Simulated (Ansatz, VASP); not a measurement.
**One calculation of SiGe5, two programs**

```
Si Ge
1.0
     3.98435    0.00000    0.00000
    -1.99217    3.45055    0.00000
     0.00000    0.00000    9.72985
Si Ge
1 5
Direct
  0.00000 0.00000 0.99991
  0.66667 0.33333 0.66810
  0.33333 0.66667 0.33155
  0.66667 0.33333 0.92078
  0.33333 0.66667 0.58333
  0.00000 0.00000 0.24633
```

Alike in both runs: task single point; functional r2SCAN; k mesh 6 × 6 × 2; no spin polarisation.

```csv
,VASP,Ansatz
version,VASP 6.6.1,Ansatz 0.2.0
potentials or method,"VASP PAW PBE potentials, release 64 (Si, Ge_d)","plane waves, PAW"
plane-wave cutoff (eV),520,500
occupations,"gaussian, width 0.01 eV",fixed
valence electrons in the cell,74,74
```

|  | VASP | Ansatz | Ansatz less VASP |
| --- | --- | --- | --- |
| gap on the k mesh at the Fermi level (eV) | 0.62 | 0.64 | +0.018 |
| pressure (GPa) | 0.0 | 0.0 | -0.02 |
| rms of the force components (eV/Å) | 0.004 | 0.001 | -0.0028 |

VASP's potentials were made for PBE, not for r2SCAN. Atom by atom the forces differ by 0.004 eV/Å (rms over components).
